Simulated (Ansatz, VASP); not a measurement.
# Al2Cu in VASP and in Ansatz

The input POSCAR:

```
Al2Cu
1.0
    4.0776296128      0.0000000000      0.0000000000
    0.0000000000      4.0776296128      0.0000000000
    0.0000000000      0.0000000000      2.8719076301
Cu Al
1 2
Direct
    0.0000000000      0.0000000000      0.0000000000
    0.0000000000      0.5000000000      0.5000000000
    0.5000000000      0.0000000000      0.5000000000
```

Contents of INCAR.step1:

```
SYSTEM = Al2Cu
PREC = Accurate
ENCUT = 520
ISMEAR = -1
SIGMA = 0.05
LREAL = .False.
LASPH = .True.
NELM = 80
NBANDS = 16
GGA = PE
ALGO = Normal
EDIFF = 1E-4
LWAVE = .True.
LCHARG = .False.
```

The input INCAR.step2:

```
SYSTEM = Al2Cu
PREC = Accurate
ENCUT = 520
EDIFF = 1E-7
ISMEAR = -1
SIGMA = 0.05
LREAL = .False.
LASPH = .True.
NELM = 80
ALGO = Normal
ISIF = 2
LWAVE = .False.
LCHARG = .False.
METAGGA = R2SCAN
LMIXTAU = .True.
NBANDS = 16
ISTART = 1
```

The input KPOINTS:

```
Automatic mesh
0
Gamma
  7 7 9
  0 0 0
```

input.yaml

```yaml
crystal:
  lattice:
    - [4.0776296128, 0.0, 0.0]
    - [0.0, 4.0776296128, 0.0]
    - [0.0, 0.0, 2.8719076301]
  atoms:
    - { symbol: Cu, position: [0.0, 0.0, 0.0] }
    - { symbol: Al, position: [0.0, 0.5, 0.5] }
    - { symbol: Al, position: [0.5, 0.0, 0.5] }
hamiltonian:
  xc: r2scan
  pseudopotentials: { kind: paw }
kpoints:
  mp_grid: { grid: [7, 7, 9] }
scf:
  occupations: { method: fermi_dirac, width: 0.05 }
output:
  forces: true
  stress: true
  eigenvalues: true
  write_density: true
  write_potential: true
  elf: true
  volumetric_format: npy
```

Alike in both runs: task single point; functional r2SCAN; k mesh 7 × 7 × 9; occupations fermi-dirac, width 0.05 eV; no spin polarisation.

|  | VASP | Ansatz |
| --- | --- | --- |
| version | VASP 6.6.1 | Ansatz 0.2.0 |
| potentials or method | VASP PAW PBE potentials, release 64 (Cu, Al) | Ansatz PAW |
| plane-wave cutoff (eV) | 520 | 500 |
| valence electrons in the cell | 17 | 25 |

Ansatz gave:

```
gap on the k mesh at the Fermi level (eV)                     : none
pressure (GPa)                                                : -0.2
traceless stress, the component that is largest in VASP (GPa) : -0.85
```

Q: Estimate VASP's values.

A: gap on the k mesh at the Fermi level (eV): none; pressure (GPa): -0.3; traceless stress, the component that is largest in VASP (GPa): -0.77.

VASP's potentials were made for PBE, not for r2SCAN. A gap of «none» marks a metal or a gap that the smearing closes. With one functional, cell and mesh, what is left measures potentials, basis and numerics. VASP's potentials hold 17 valence electrons a cell and Ansatz's 25, so a difference there can come from the potentials and not from the codes.
